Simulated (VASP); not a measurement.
# SrO: single point with PBE

Crystal: SrO.

```
Sr O
1.0
     0.00000    2.60007    2.60007
     2.60007    0.00000    2.60007
     2.60007    2.60007    0.00000
Sr O
1 1
Direct
  0.50000 0.50000 0.50000
  0.00000 0.00000 0.00000
```

```json
{
  "Program": "VASP 6.6.1",
  "Task": "single point",
  "Functional": "PBE",
  "Potentials or basis": "VASP PAW PBE potentials, release 64 (Sr_sv, O)",
  "Cutoff": "520 eV",
  "k mesh": "9 × 9 × 9",
  "Occupations": "fermi-dirac, width 0.05 eV",
  "Spin": "non-collinear spin, zero start, spin-orbit coupling",
  "Starting moments": "[[0.0, 0.0, 0.0], [0.0, 0.0, 0.0]] μB",
  "Dipole correction": "no",
  "Further INCAR settings": "ALGO = Normal; EDIFF = 1e-07; NBANDS = 28"
}
```

| Quantity | Value |
| --- | --- |
| Pressure | 0.2 GPa |
| Net moment | 0.00 μB per cell |
| Valence electrons inside the program's atomic spheres | Sr 8.09; O 4.96 |

Moments on the atoms (μB; x, y, z):
```
Sr  0.00 0.00 0.00
O   0.00 0.00 0.00
```

It took 40 s on 1 thread of AMD EPYC 9R45 96-Core Processor (Zen 5), on a shared host, peak memory 0.24 GiB.
